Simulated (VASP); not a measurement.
A run of VASP 6.6.1 is set up as follows.

File INCAR:

```
ALGO = Normal
EDIFF = 1E-6
ENCUT = 520
GGA = PE
ISIF = 2
ISMEAR = 0
ISPIN = 2
LASPH = True
LCHARG = False
LMAXMIX = 4
LORBIT = 11
LREAL = False
LWAVE = False
MAGMOM = -0.01 0.16
NBANDS = 17
NELM = 150
PREC = Accurate
SIGMA = 0.1
```

Contents of KPOINTS:

```
k-points
0
Gamma
  14 14 14
```

POSCAR

```
AlCo
1.0
    2.8519023960      0.0000000000      0.0000000000
    0.0000000000      2.8519023960      0.0000000000
    0.0000000000      0.0000000000      2.8519023960
Al Co
1 1
Direct
    0.0000000000      0.0000000000      0.0000000000
    0.5000000000      0.5000000000      0.5000000000
```

Potentials or basis: VASP PAW PBE potentials, release 64 (Al, Co).

The run is started by

```bash
$ cat potpaw_PBE.64/Al/POTCAR potpaw_PBE.64/Co/POTCAR > POTCAR
$ mpirun -np 1 vasp_std > vasp.out
```

(1) Estimate the net moment.

(2) What does it give for the band gap on the k mesh?

(3) Estimate the pressure.

Results:

(1) 0.00 μB per cell.

(2) zero (filled and empty bands overlap).

(3) 0.0 GPa.
